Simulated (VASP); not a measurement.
Input of a VASP 6.6.1 run:

Contents of INCAR:

```
PREC = Accurate
ENCUT = 880
EDIFF = 1E-6
ISMEAR = -1
SIGMA = 0.1
LREAL = False
LASPH = True
NELM = 120
ALGO = Normal
ISIF = 2
LWAVE = False
LCHARG = True
GGA = PE
LELF = True
LVHAR = True
NBANDS = 48
GGA_COMPAT = False
```

The input KPOINTS:

```
regular mesh
0
Gamma
  4 4 4
```

File POSCAR:

```
Rb2LiOsO6
1.0
    0.0000000000      4.1996570000      4.1996570000
    4.1996570000      0.0000000000      4.1996570000
    4.1996570000      4.1996570000      0.0000000000
Li Rb Os O
1 2 1 6
Direct
    0.5000000000      0.5000000000      0.5000000000
    0.2500000000      0.2500000000      0.2500000000
    0.7500000000      0.7500000000      0.7500000000
    0.0000000000      0.0000000000      0.0000000000
    0.7670000000      0.2330000000      0.2330000000
    0.2330000000      0.7670000000      0.2330000000
    0.2330000000      0.7670000000      0.7670000000
    0.7670000000      0.2330000000      0.7670000000
    0.2330000000      0.2330000000      0.7670000000
    0.7670000000      0.7670000000      0.2330000000
```

Potentials or basis: VASP PAW PBE potentials, release 64 (Li_sv, Rb_sv, Os_sv_GW, O).

Run with:

```sh
$ cat potpaw_PBE.64/Li_sv/POTCAR potpaw_PBE.64/Rb_sv/POTCAR potpaw_PBE.64/Os_sv_GW/POTCAR potpaw_PBE.64/O/POTCAR > POTCAR
$ mpirun -np 1 vasp_std > vasp.out
```

Predict the pressure.

-9.1 GPa.

What does it give for the band gap on the k mesh?

Zero (an odd number of electrons rules out a gap without spin polarisation).

Estimate the largest force.

2.431 eV/Å.

Forces on the atoms (eV/Å):
```
Li   0.000  0.000  0.000
Rb   0.000  0.000  0.000
Rb   0.000  0.000  0.000
Os   0.000  0.000  0.000
O   -2.431  0.000  0.000
O    0.000 -2.431  0.000
O    2.431  0.000  0.000
O    0.000  2.431  0.000
O    0.000  0.000 -2.431
O    0.000  0.000  2.431
```

Caveat: the cell stands under tension; spin-orbit coupling is left out, which moves the levels of the heavy elements; an odd number of electrons without spin polarisation forces a metal; a magnetic or distorted state may lie lower.
